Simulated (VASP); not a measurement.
Runs of VASP 6.6.1 on La. The structure is that of space group Im-3m (No. 229), or close to it. The cells are those of the table. 

| task | cell | gap on the mesh (eV) | pressure (GPa) |
| --- | --- | --- | --- |
| single point | a = 3.352 Å, angles 109.5°, 1 atom | none | 10.0 |
| single point | a = 3.192 Å, angles 109.5°, 1 atom | none | (a) |
| relaxation of cell and atoms | relaxed to 10 GPa from a = 3.679 Å, angles 109.5°, 1 atom | none | 10.0 |
| relaxation of cell and atoms | relaxed to 20 GPa from a = 3.679 Å, angles 109.5°, 1 atom | none | 19.9 |
| single point | a = 3.055 Å, angles 109.5°, 1 atom | none | 30.1 |
| relaxation of cell and atoms | relaxed to 30 GPa from a = 3.679 Å, angles 109.5°, 1 atom | none | 30.0 |
| relaxation of cell and atoms | relaxed from a = 3.679 Å, angles 109.5°, 1 atom | none | 0.0 |
| single point | a = 3.658 Å, angles 109.5°, 1 atom | none | 0.0 |

Alike in all rows: level PBE; potentials or basis VASP PAW PBE potentials, release 64 (La); no spin polarisation; k mesh 7 × 7 × 7; cutoff (eV) 500; smearing gaussian 0.05 eV.

**Question.** Fill in the values left out.

**Answer.** (a) 20.2.

Caveats: spin-orbit coupling is left out, which moves the levels of the heavy elements; the cell is relaxed towards a set pressure, so the enthalpy falls and the energy may rise (some runs).

A k mesh can miss the band edges, and the runs leave out spin-orbit coupling on La.

A gap of «none» marks levels without a gap at the run's occupations.
